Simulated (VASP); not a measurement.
A run of VASP 6.6.1 is set up as follows.

File INCAR:

```
PREC = Accurate
ENCUT = 520
EDIFF = 1E-6
ISMEAR = -1
SIGMA = 0.1
LREAL = False
LASPH = True
NELM = 60
ALGO = Normal
ISIF = 2
LWAVE = False
LCHARG = True
GGA = PS
LELF = True
LVHAR = True
NBANDS = 12
```

File KPOINTS:

```
Automatic mesh
0
Gamma
  19 19 19
```

The input POSCAR:

```
Cd
1.0
    0.0000000000      1.7209339527      1.7209339527
    1.7209339527      0.0000000000      1.7209339527
    1.7209339527      1.7209339527      0.0000000000
Cd
1
Direct
    0.0000000000      0.0000000000      0.0000000000
```

Potentials or basis: VASP PAW PBE potentials, release 64 (Cd).

Run with:

```bash
$ cat potpaw_PBE.64/Cd/POTCAR > POTCAR
$ mpirun -np 1 vasp_std > vasp.out
```

(1) Predict the pressure.

(2) Predict the band gap on the k mesh.

Answers

(1) 325.2 GPa.

(2) zero (band 6 reaches 14.50 eV, above the bottom of band 7 at 12.98 eV).

Caveat: the PAW data sets were made with another functional, which shifts forces and pressure a little.
